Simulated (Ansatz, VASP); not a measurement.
# Au: VASP beside Ansatz

```
Au
1.0
     2.88617    0.00000    0.00000
    -1.44308    2.49949    0.00000
     0.00000    0.00000    4.71311
Au
2
Direct
  0.33333 0.66667 0.25000
  0.66667 0.33333 0.75000
```

Alike in both runs: task relaxation of cell and atoms; functional PBE; dispersion D3(BJ); k mesh 18 × 18 × 10; occupations gaussian, width 0.1 eV; no spin polarisation.

```csv
,VASP,Ansatz
version,VASP 6.6.1,Ansatz 0.2.0
potentials or method,"VASP PAW PBE potentials, release 64 (Au), cutoff 500 eV","scalar-relativistic, plane waves, PAW"
valence electrons in the cell,22,38
```

|  | VASP | Ansatz | Ansatz less VASP |
| --- | --- | --- | --- |
| gap on the k mesh at the Fermi level, each at its own relaxed structure (eV) | none | none | - |
| relaxed volume (Å³/atom) | 17.26 | 17.29 | +0.027 |
| relaxed cell length with the largest relative difference (Å) | 4.801 | 4.805 | +0.0046 |

A gap of «none» marks a metal or a gap that the smearing closes. VASP's potentials hold 22 valence electrons a cell and Ansatz's 38, so a difference there can come from the potentials and not from the codes.

Spin-orbit coupling is off throughout.
